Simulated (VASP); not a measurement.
# Y (P6_3/mmc) in VASP: notebook

The runs below take Y through single point, with PBE, RPBE+U.

Everything below comes from runs of VASP 6.6.1. Logs are shortened: lines on timing, memory, paths and dates and some standing lists are left out, and cuts for length are marked.

**1. The cell of the first run**

It takes space group P6_3/mmc (No. 194, hexagonal). The conventional cell has a = 3.651 Å, b = 3.651 Å, c = 5.747 Å, α = 90.00°, β = 90.00°, γ = 120.00°. Within 4.7 Å of Y (site symmetry -6m2) lie 12 Y at 3.56 to 3.65 Å.

**2. Single point, PBE**

File INCAR:

```
SYSTEM = Y
PREC     = Accurate       ! precision mode
ENCUT    = 500            ! plane-wave cutoff, eV
EDIFF    = 1E-6           ! SCF threshold, eV
ISMEAR   = 0              ! smearing method
SIGMA    = 0.1            ! smearing width, eV
LREAL    = .FALSE.        ! projectors in reciprocal space
LASPH    = .TRUE.         ! aspherical terms in the spheres
NELM     = 120            ! most SCF steps
ALGO     = Normal         ! electronic algorithm
ISIF     = 2              ! what is computed and relaxed
LWAVE    = .FALSE.        ! write WAVECAR
LCHARG   = .FALSE.        ! write CHGCAR
GGA      = PE             ! functional
NBANDS   = 18             ! bands
GGA_COMPAT= .FALSE.
```

File KPOINTS:

```
regular mesh
0
G
  3 3 1
  0 0 0
```

File POSCAR:

```
Y
1.0
    3.6514992371      0.0000000000      0.0000000000
   -1.8257496185      3.1622911012      0.0000000000
    0.0000000000      0.0000000000      5.7474000000
Y
2
Direct
    0.3333333333      0.6666666667      0.2500000000
    0.6666666667      0.3333333333      0.7500000000
```

Potentials or basis: VASP PAW PBE potentials, release 64 (Y_sv).

Started as:

```sh
cat potpaw_PBE.64/Y_sv/POTCAR > POTCAR
mpirun -np 1 vasp_std > vasp.out
```

OUTCAR:

```text
SYSTEM = Y
   PREC = Accurate
   ENCUT = 500
   EDIFF = 1E-6
   ISMEAR = 0
   LREAL = .FALSE.
   LASPH = .TRUE.
   NELM = 120
   ISIF = 2
   GGA = PE

 ion  position               nearest neighbor table
   1  0.333  0.667  0.250-   2 3.56   2 3.56   2 3.56   2 3.56   2 3.56   2 3.56
   2  0.667  0.333  0.750-   1 3.56   1 3.56   1 3.56   1 3.56   1 3.56   1 3.56

  LATTYP: Found a hexagonal cell.
 ALAT       =     3.6514992371
 C/A-ratio  =     1.5739836234

  Lattice vectors:

 A1 = (   3.6514992371,   0.0000000000,   0.0000000000)
 A2 = (  -1.8257496185,   3.1622911012,   0.0000000000)
 A3 = (   0.0000000000,   0.0000000000,   5.7474000000)

Analysis of symmetry for initial positions (statically):
=====================================================================
 Subroutine PRICEL returns:
 Original cell was already a primitive cell.

 Routine SETGRP: Setting up the symmetry group for a
 hexagonal supercell.

 Subroutine GETGRP returns: Found 24 space group operations
 (whereof 12 operations were pure point group operations)
 out of a pool of 24 trial point group operations.

The static configuration has the point symmetry D_3d.
 The point group associated with its full space group is D_6h.

Analysis of symmetry for dynamics (positions and initial velocities):
=====================================================================
 Subroutine PRICEL returns:
 Original cell was already a primitive cell.

 Routine SETGRP: Setting up the symmetry group for a
 hexagonal supercell.

 Subroutine GETGRP returns: Found 24 space group operations
 (whereof 12 operations were pure point group operations)
 out of a pool of 24 trial point group operations.

The dynamic configuration has the point symmetry D_3d.
 The point group associated with its full space group is D_6h.

 Subroutine INISYM returns: Found 24 space group operations
 (whereof 12 operations are pure point group operations),
 and found     1 'primitive' translations

----------------------------------------------------------------------------------------

                                     Primitive cell

  volume of cell :      66.3658

  direct lattice vectors                    reciprocal lattice vectors
     3.651499237  0.000000000  0.000000000     0.273860115  0.158113211  0.000000000
    -1.825749618  3.162291101  0.000000000     0.000000000  0.316226422  0.000000000
     0.000000000  0.000000000  5.747400000     0.000000000  0.000000000  0.173991718

  length of vectors
     3.651499237  3.651499237  5.747400000     0.316226422  0.316226422  0.173991718

  position of ions in fractional coordinates (direct lattice)
     0.333333333  0.666666667  0.250000000
     0.666666667  0.333333333  0.750000000

  ion indices of the primitive-cell ions
   primitive index   ion index
                 1           1
                 2           2

----------------------------------------------------------------------------------------

 KPOINTS: regular mesh

Automatic generation of k-mesh.
 Grid dimensions read from file:
 generate k-points for:    3    3    1

 Generating k-lattice:

  Cartesian coordinates                     Fractional coordinates (reciprocal lattice)
     0.091286705  0.052704404  0.000000000     0.333333333  0.000000000  0.000000000
     0.000000000  0.105408807  0.000000000     0.000000000  0.333333333  0.000000000
     0.000000000  0.000000000  0.173991718     0.000000000  0.000000000  1.000000000

  Length of vectors
     0.105408807  0.105408807  0.173991718

  Shift w.r.t. Gamma in fractional coordinates (k-lattice)
     0.000000000  0.000000000  0.000000000

 Subroutine IBZKPT returns following result:
 ===========================================

 Found      3 irreducible k-points:

 Following reciprocal coordinates:
            Coordinates               Weight
  0.000000  0.000000  0.000000      1.000000
  0.333333 -0.000000  0.000000      6.000000
  0.333333  0.333333  0.000000      2.000000
   k-points           NKPTS =      3   k-points in BZ     NKDIM =      3   number of bands    NBANDS=     18
   number of dos      NEDOS =    301   number of ions     NIONS =      2
   total plane-waves  NPLWV =  32928
   dimension x,y,z NGX =    28 NGY =   28 NGZ =   42
   dimension x,y,z NGXF=    56 NGYF=   56 NGZF=   84
   ions per type =               2
   NGX,Y,Z   is equivalent  to a cutoff of  12.75, 12.75, 12.15 a.u.
   NGXF,Y,Z  is equivalent  to a cutoff of  25.50, 25.50, 24.30 a.u.
 SYSTEM =  Y
   PREC   = accura    normal or accurate (medium, high low for compatibility)
   ISTART =      0    job   : 0-new  1-cont  2-samecut
   ICHARG =      2    charge: 1-file 2-atom 10-const
   ISPIN  =      1    spin polarized calculation?
   LNONCOLLINEAR =      F non collinear calculations
   LSORBIT =      F    spin-orbit coupling
   LASPH  =      T    aspherical Exc in radial PAW
   ENCUT  =  500.0 eV  36.75 Ry    6.06 a.u.   6.66  6.66 10.48*2*pi/ulx,y,z
   NELM   =    120;   NELMIN=  2; NELMDL= -5     # of ELM steps
   EDIFF  = 0.1E-05   stopping-criterion for ELM
   LREAL  =      F    real-space projection
[... 7 lines left out ...]
   TEBEG  =    0.0;   TEEND  =   0.0 temperature during run
   PSTRESS=    0.0 pullay stress
   NELECT =      22.0000    total number of electrons
   NUPDOWN=      -1.0000    fix difference up-down
   EMIN   =  10.00;   EMAX   =-10.00  energy-range for DOS
   EFERMI =   0.00;   METHOD = LEGACY
   ISMEAR =     0;   SIGMA  =   0.10  broadening in eV -4-tet -1-fermi 0-gaus
   EFERMI_NEDOS =   21; number of points for ismear=-14 and -15
   IALGO  =     38    algorithm
   IMIX   =      4    mixing-type and parameters
     AMIX     =   0.40;   BMIX     =  1.00
     AMIX_MAG =   1.60;   BMIX_MAG =  1.00
  volume/ion in A,a.u.               =      33.18       223.93
  Fermi-wavevector in a.u.,A,eV,Ry     =   1.133011  2.141081 17.465997  1.283715
  Thomas-Fermi vector in A             =   2.269713
   LORBIT       =      0    0 simple, 1 ext, 2 COOP (PROOUT), +10 PAW based schemes
   GGA     = PE    functional components
   LHFCALC =     F    Hartree Fock is set to
   AEXX    =    0.0000 exact exchange contribution
   IVDW    =     0    specifies the selected vdW correction
   LEPSILON=     F    determine dielectric tensor
   LRPA    =     F    only Hartree local field effects (RPA)
 non-spin polarized calculation
 Gauss-broadening in eV      SIGMA  =   0.10
  energy-cutoff  :      500.00
  volume of cell :       66.37
 maximum number of plane-waves:      1701
 NGX is ok and might be reduce to    28
   NGX = 13   NGY = 13   NGZ = 21

 number of electron      22.0000000 magnetization

 Free energy of the ion-electron system (eV)
  ---------------------------------------------------
  ext. energy  EPLUGINS =         0.00000000
  ---------------------------------------------------
  free energy    TOTEN  =       -13.07659691 eV

  energy without entropy =      -13.05070904  energy(sigma->0) =      -13.06365298

 E-fermi :   2.5972     XC(G=0):  -9.3716

 val. band max:        2.5211473282   @ k =   0.3333   0.3333   0.0000
 cond. band min:       3.1074617432   @ k =   0.3333  -0.0000   0.0000
 fundamental gap:      0.5863144149
 Fermi energy:         2.5971505380

 k-point     1 :       0.0000    0.0000    0.0000
  band No.  band energies     occupation
      1     -39.6632      2.00000
      2     -39.5937      2.00000
      3     -19.9317      2.00000
      4     -19.4758      2.00000
      5     -19.4758      2.00000
      6     -19.3907      2.00000
      7     -19.3907      2.00000
      8     -19.3566      2.00000
      9      -1.6860      2.00000
     10       1.1486      2.00000
     11       3.8087      0.00000
     12       4.7460      0.00000
     13       4.7460      0.00000
     14       5.0220      0.00000
     15       5.3438      0.00000
     16       5.3438      0.00000
     17       5.7973      0.00000
     18       5.7973      0.00000

 k-point     2 :       0.3333   -0.0000    0.0000
  band No.  band energies     occupation
      1     -39.6230      2.00000
      2     -39.5829      2.00000
      3     -19.7728      2.00000
      4     -19.7513      2.00000
      5     -19.6616      2.00000
      6     -19.5624      2.00000
      7     -19.4431      2.00000
      8     -19.4317      2.00000
      9       0.2651      2.00000
     10       2.1777      2.00000
     11       2.5139      1.76111
     12       3.1075      0.00000
     13       4.5442      0.00000
     14       4.6004      0.00000
     15       4.7283      0.00000
     16       6.7577      0.00000
     17       6.8170      0.00000
     18       7.1453      0.00000

 k-point     3 :       0.3333    0.3333    0.0000
  band No.  band energies     occupation
      1     -39.5901      2.00000
      2     -39.5901      2.00000
      3     -19.7762      2.00000
      4     -19.6880      2.00000
      5     -19.6880      2.00000
      6     -19.5903      2.00000
      7     -19.5896      2.00000
      8     -19.5896      2.00000
      9       2.3032      1.99997
     10       2.3482      1.99957
     11       2.3482      1.99957
     12       2.5211      1.71756
     13       4.0633      0.00000
     14       4.0633      0.00000
     15       5.2810      0.00000
     16       7.6041      0.00000
     17       7.6045      0.00000
     18       7.9917      0.00000

------------------------ aborting loop because EDIFF is reached ----------------------------------------

  FORCE on cell =-STRESS in cart. coord.  units (eV):
  Direction    XX          YY          ZZ          XY          YZ          ZX
  --------------------------------------------------------------------------------------
  -------------------------------------------------------------------------------------
  Total       -0.6253614     -0.6253614     -3.2593896     -0.0000000      0.0000000      0.0000000
  in kB      -15.0972259    -15.0972259    -78.6868888     -0.0000000      0.0000000      0.0000000
  external PRESSURE =     -36.2937802 kB  Pullay stress =       0.0000000 kB

 VOLUME and BASIS-vectors are now :
 -----------------------------------------------------------------------------
  energy-cutoff  :      500.00
  volume of cell :       66.37
      direct lattice vectors                 reciprocal lattice vectors
     3.651499237  0.000000000  0.000000000     0.273860115  0.158113211  0.000000000
    -1.825749618  3.162291101  0.000000000     0.000000000  0.316226422  0.000000000
     0.000000000  0.000000000  5.747400000     0.000000000  0.000000000  0.173991718

 POSITION                                       TOTAL-FORCE (eV/Angst)
 -----------------------------------------------------------------------------------
     -0.00000      2.10819      1.43685         0.000000      0.000000      0.000000
      1.82575      1.05410      4.31055        -0.000000      0.000000      0.000000
 -----------------------------------------------------------------------------------
    total drift:                                0.000000     -0.000000      0.000000

  FREE ENERGIE OF THE ION-ELECTRON SYSTEM (eV)
  ---------------------------------------------------
  free  energy   TOTEN  =       -13.0765969146 eV

  energy  without entropy=      -13.0507090438  energy(sigma->0) =      -13.06365298
```

It took 7.2 s on 1 thread of Intel Xeon 6975P-C (Granite Rapids), shared host; peak memory 0.18 GiB.

What came out:

| Item | Value |
| --- | --- |
| Free energy | -13.0766 eV |
| Pressure | -3.6 GPa |
| Band gap on the k mesh | zero (band 11 reaches 3.81 eV, above the bottom of band 12 at 2.52 eV) |

Caveat: the k points lie up to 1.09 Å⁻¹ apart.

**3. Single point, PBE**

File INCAR:

```
SYSTEM = Y
PREC = Accurate ; ENCUT = 500
EDIFF = 1E-6 ; ISMEAR = -1
SIGMA = 0.08617333262145177 ; LREAL = .FALSE.
LASPH = .TRUE. ; NELM = 120
ALGO = Normal ; ISIF = 2
LWAVE = .FALSE. ; LCHARG = .TRUE.
GGA = PE ; LELF = .TRUE.
LVHAR = .TRUE. ; NBANDS = 18
GGA_COMPAT = .FALSE.
```

KPOINTS is that of step 2.

POSCAR is that of step 2.

Potentials or basis: VASP PAW PBE potentials, release 64 (Y_sv).

Started as:

```sh
cat potpaw_PBE.64/Y_sv/POTCAR > POTCAR
mpirun -np 1 vasp_std > vasp.out
```

OUTCAR:

```text
SYSTEM = Y
   PREC = Accurate
   ENCUT = 500
   EDIFF = 1E-6
   ISMEAR = -1
   LREAL = .FALSE.
   LASPH = .TRUE.
   NELM = 120
   ISIF = 2
   GGA = PE

 ion  position               nearest neighbor table
   1  0.333  0.667  0.250-   2 3.56   2 3.56   2 3.56   2 3.56   2 3.56   2 3.56
   2  0.667  0.333  0.750-   1 3.56   1 3.56   1 3.56   1 3.56   1 3.56   1 3.56

  LATTYP: Found a hexagonal cell.
 ALAT       =     3.6514992371
 C/A-ratio  =     1.5739836234

  Lattice vectors:

 A1 = (   3.6514992371,   0.0000000000,   0.0000000000)
 A2 = (  -1.8257496185,   3.1622911012,   0.0000000000)
 A3 = (   0.0000000000,   0.0000000000,   5.7474000000)

Analysis of symmetry for initial positions (statically):
=====================================================================
 Subroutine PRICEL returns:
 Original cell was already a primitive cell.

 Routine SETGRP: Setting up the symmetry group for a
 hexagonal supercell.

 Subroutine GETGRP returns: Found 24 space group operations
 (whereof 12 operations were pure point group operations)
 out of a pool of 24 trial point group operations.

The static configuration has the point symmetry D_3d.
[... 140 lines left out ...]

 E-fermi :   2.6904     XC(G=0):  -9.3719

 val. band max:        2.5231818528   @ k =   0.3333   0.3333   0.0000
 cond. band min:       3.1071888993   @ k =   0.3333  -0.0000   0.0000
 fundamental gap:      0.5840070465
 Fermi energy:         2.6904489276

 k-point     1 :       0.0000    0.0000    0.0000
  band No.  band energies     occupation
      1     -39.6641      2.00000
      2     -39.5946      2.00000
      3     -19.9333      2.00000
      4     -19.4764      2.00000
      5     -19.4764      2.00000
      6     -19.3913      2.00000
[... 40 lines left out ...]
      5     -19.6887      2.00000
      6     -19.5912      2.00000
[... 10 lines left out ...]
     17       7.6033      0.00000
     18       7.9910      0.00000

------------------------ aborting loop because EDIFF is reached ----------------------------------------

  FORCE on cell =-STRESS in cart. coord.  units (eV):
  Direction    XX          YY          ZZ          XY          YZ          ZX
  --------------------------------------------------------------------------------------
  -------------------------------------------------------------------------------------
  Total       -0.6237312     -0.6237312     -3.2261499     -0.0000000     -0.0000000      0.0000000
  in kB      -15.0578718    -15.0578718    -77.8844281     -0.0000000     -0.0000000      0.0000000
  external PRESSURE =     -36.0000572 kB  Pullay stress =       0.0000000 kB

 VOLUME and BASIS-vectors are now :
 -----------------------------------------------------------------------------
  energy-cutoff  :      500.00
  volume of cell :       66.37
      direct lattice vectors                 reciprocal lattice vectors
     3.651499237  0.000000000  0.000000000     0.273860115  0.158113211  0.000000000
    -1.825749618  3.162291101  0.000000000     0.000000000  0.316226422  0.000000000
     0.000000000  0.000000000  5.747400000     0.000000000  0.000000000  0.173991718

 POSITION                                       TOTAL-FORCE (eV/Angst)
 -----------------------------------------------------------------------------------
     -0.00000      2.10819      1.43685         0.000000      0.000000      0.000000
      1.82575      1.05410      4.31055        -0.000000     -0.000000      0.000000
 -----------------------------------------------------------------------------------
    total drift:                                0.000000     -0.000000      0.000000

  FREE ENERGIE OF THE ION-ELECTRON SYSTEM (eV)
  ---------------------------------------------------
  free  energy   TOTEN  =       -13.1115154850 eV

  energy  without entropy=      -13.0395661838  energy(sigma->0) =      -13.07554083
```

OSZICAR:

```text
N       E                     dE             d eps       ncg     rms          rms(c)
DAV:   1     0.933487793904E+02    0.93349E+02   -0.10943E+04   108   0.112E+03
DAV:   2    -0.485800917770E+01   -0.98207E+02   -0.96885E+02   132   0.255E+02
DAV:   3    -0.133442099120E+02   -0.84862E+01   -0.83733E+01   208   0.444E+01
DAV:   4    -0.134840567606E+02   -0.13985E+00   -0.13969E+00   120   0.651E+00
DAV:   5    -0.134878263137E+02   -0.37696E-02   -0.37676E-02   166   0.762E-01    0.290E+01
DAV:   6    -0.131798607683E+02    0.30797E+00   -0.40141E-01   130   0.377E+00    0.180E+01
DAV:   7    -0.131250934109E+02    0.54767E-01   -0.78593E-01   154   0.479E+00    0.188E+00
DAV:   8    -0.131114785145E+02    0.13615E-01   -0.10186E-01   120   0.200E+00    0.545E-01
DAV:   9    -0.131114805456E+02   -0.20311E-05   -0.38339E-03   160   0.359E-01    0.144E-01
DAV:  10    -0.131115122579E+02   -0.31712E-04   -0.36409E-04   130   0.143E-01    0.133E-01
DAV:  11    -0.131115167431E+02   -0.44852E-05   -0.17427E-05   168   0.255E-02    0.181E-02
DAV:  12    -0.131115152102E+02    0.15329E-05   -0.26753E-06    94   0.140E-02    0.392E-03
DAV:  13    -0.131115154850E+02   -0.27480E-06   -0.37710E-07    84   0.497E-03
   1 F= -.13111515E+02 E0= -.13075541E+02  d E =-.719493E-01
```

stdout:

```text
POSCAR found type information on POSCAR Y
 POSCAR found :  1 types and       2 ions
 scaLAPACK will be used
 LDA part: xc-table for (Slater+PW92), standard interpolation
 POSCAR, INCAR and KPOINTS ok, starting setup
 FFT: planning ... GRIDC
 FFT: planning ... GRID_SOFT
 FFT: planning ... GRID
 WAVECAR not read
 entering main loop
```

Wall time 7.9 s (1 thread of Intel Xeon 6975P-C (Granite Rapids), shared host); peak memory 0.18 GiB.

Results:

```yaml
Free_energy: -13.1115 eV
Pressure: -3.6 GPa
Band_gap_on_the_k_mesh: zero (band 11 reaches 3.81 eV, above the bottom of band 12 at 2.52 eV)
```

Stress tensor (GPa, compression positive):
```
-1.51  0.00  0.00
 0.00 -1.51  0.00
 0.00  0.00 -7.79
```

Caveat: the k points lie up to 1.09 Å⁻¹ apart.

(Continued in part 2 of 2.)
